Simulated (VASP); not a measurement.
Crystal: Ru.

```
Ru
1.0
     2.70580    0.00000    0.00000
    -1.35290    2.34329    0.00000
     0.00000    0.00000    4.28190
Ru
2
Direct
  0.33333 0.66667 0.25000
  0.66667 0.33333 0.75000
```

Program: VASP 6.6.1. Alike in all runs: task single point; level r2SCAN; potentials or basis VASP PAW PBE potentials, release 64 (Ru_pv); no spin polarisation; cell as given; k mesh 14 × 14 × 8; cutoff (eV) 550.

Q: Order these runs on this cell by their pressure, lowest first.
A. smearing fermi-dirac 0.5 eV
B. smearing fermi-dirac 0.1 eV
C. smearing fermi-dirac 0.3 eV

A: B (-0.3 GPa), C (1.8 GPa), A (7.1 GPa).

Caveats: the PAW data sets were made with another functional, which shifts forces and pressure a little; an empty level that is flat over the whole mesh can mark a ghost state of the potentials, or a narrow d or f band (at least some runs); so wide a smearing shifts energies and pressures (at least some runs); the cell stands under pressure (at least some runs).
